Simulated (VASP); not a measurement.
Here is a VASP 6.6.1 calculation.

Contents of INCAR:

```
PREC = Accurate
ENCUT = 520
EDIFF = 1E-6
ISMEAR = 0
SIGMA = 0.2
LREAL = F
LASPH = T
NELM = 60
ALGO = Normal
ISIF = 2
LWAVE = F
LCHARG = F
GGA = PE
NBANDS = 17
```

KPOINTS

```
regular mesh
0
Gamma
  6 3 3
```

POSCAR

```
Mg5O
1.0
    2.9969289457      0.0382422924     -0.2541330164
   -1.4155619824      5.2895407386     -0.0240157218
   -0.6277140799     -2.1385157939      7.2947244981
Mg O
5 1
Direct
   -0.1854689924      0.0806293922     -0.0936194221
    0.2250276943      0.7190575446      0.1063424322
    0.6111256053      0.3291969142      0.2841978887
    1.0562481554      0.9077325887      0.5114309385
    0.3893061020      0.4627515623      0.7018438549
    0.7370914654      0.1672980480      0.6564703479
```

Potentials or basis: VASP PAW PBE potentials, release 64 (Mg, O).

Command:

```bash
$ cat potpaw_PBE.64/Mg/POTCAR potpaw_PBE.64/O/POTCAR > POTCAR
$ mpirun -np 1 vasp_std > vasp.out
```

Task: What does it give for the largest force?

Result: 0.033 eV/Å.

Task: Estimate the pressure.

Result: 0.1 GPa.

Task: Predict the band gap on the k mesh.

Result: Zero (band 8 reaches 4.00 eV, above the bottom of band 9 at 2.51 eV).

Stress tensor (GPa, compression positive):
```
 0.15  0.01 -0.39
 0.01  0.06 -0.07
-0.39 -0.07  0.23
```

Caveat: the k points lie up to 0.41 Å⁻¹ apart.
